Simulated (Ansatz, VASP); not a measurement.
## Two plane-wave programs on Hf

```
CELL_PARAMETERS angstrom
-1.80500 1.80500 1.80500
1.80500 -1.80500 1.80500
1.80500 1.80500 -1.80500
ATOMIC_POSITIONS crystal
Hf 0.00000 0.00000 0.00000
```

Alike in both runs: task single point; functional PBE; k mesh 16 × 16 × 16; occupations gaussian, width 0.05 eV; no spin polarisation.

|  | VASP | Ansatz |
| --- | --- | --- |
| version | VASP 6.6.1 | Ansatz 0.2.0 |
| potentials or method | VASP PAW PBE potentials, release 64 (Hf_pv), cutoff 520 eV | scalar-relativistic, plane waves, PAW |
| valence electrons in the cell | 10 | 26 |

Ansatz gave:

| Item | Value |
| --- | --- |
| pressure (GPa) | -5.2 |

Question: Estimate VASP's values.

Answer: Pressure (GPa): -5.5.

VASP's potentials hold 10 valence electrons a cell and Ansatz's 26, so a difference there can come from the potentials and not from the codes.

Neither program's run includes spin-orbit coupling.
